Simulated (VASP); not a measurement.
Wanted: the native input for a VASP 6.6.1 run.

| Item | Value |
| --- | --- |
| Task | electric field gradients |
| Functional | PBEsol |
| Potentials or basis | VASP PAW PBE potentials, release 64 (Te, Pb_d) |
| Cutoff | 520 eV |
| k mesh | 10 × 10 × 10 |
| Occupations | fermi-dirac, width 0.03 eV |
| Spin | no spin polarisation |
| Dipole correction | no |
| Further INCAR settings | ALGO = Normal; EDIFF = 1e-08; NBANDS = 17 |

The structure of TePb lies in POSCAR:

```
TePb
1.0
    0.0000000000      3.2915400000      3.2270000000
    3.2915400000      0.0000000000      3.2270000000
    3.2915400000      3.2915400000      0.0000000000
Te Pb
1 1
Direct
    0.5000000000      0.5000000000      0.5000000000
    0.0000000000      0.0000000000      0.0000000000
```

This cell differs from its parent crystal: equal xx and yy strain of +2 %.

One way to write it, as run:

INCAR

```
PREC     = Accurate       # precision mode
ENCUT    = 520            # plane-wave cutoff, eV
EDIFF    = 1E-8           # SCF threshold, eV
ISMEAR   = -1             # smearing method
SIGMA    = 0.03           # smearing width, eV
LREAL    = False          # projectors in reciprocal space
LASPH    = True           # aspherical terms in the spheres
NELM     = 100            # most SCF steps
ALGO     = Normal         # electronic algorithm
ISIF     = 2              # what is computed and relaxed
LWAVE    = False          # write WAVECAR
LCHARG   = False          # write CHGCAR
GGA      = PS             # functional
LEFG     = True         
NBANDS   = 17             # bands
```

KPOINTS

```
Automatic mesh
0
Gamma
  10 10 10
```

Potentials or basis: VASP PAW PBE potentials, release 64 (Te, Pb_d).

The run is started by

```sh
$ cat potpaw_PBE.64/Te/POTCAR potpaw_PBE.64/Pb_d/POTCAR > POTCAR
$ mpirun -np 1 vasp_std > vasp.out
```

Results of the run:

```json
{
  "Pressure": "-1.8 GPa",
  "Band gap on the k mesh": "0.72 eV",
  "Largest electric field gradient by atom": "Te -8.6; Pb -62.3 V/Å²"
}
```

Caveat: the cell differs from its parent crystal (equal xx and yy strain of +2 %); without QUAD_EFG the Cq values of the log hold for a quadrupole moment of 1 mb, not for the nuclei; the PAW data sets were made with another functional, which shifts forces and pressure a little; spin-orbit coupling is left out, which moves the levels of the heavy elements.

It took 2.6 min on 1 thread of Intel Xeon 8259CL (shared host), peak memory 0.29 GiB.
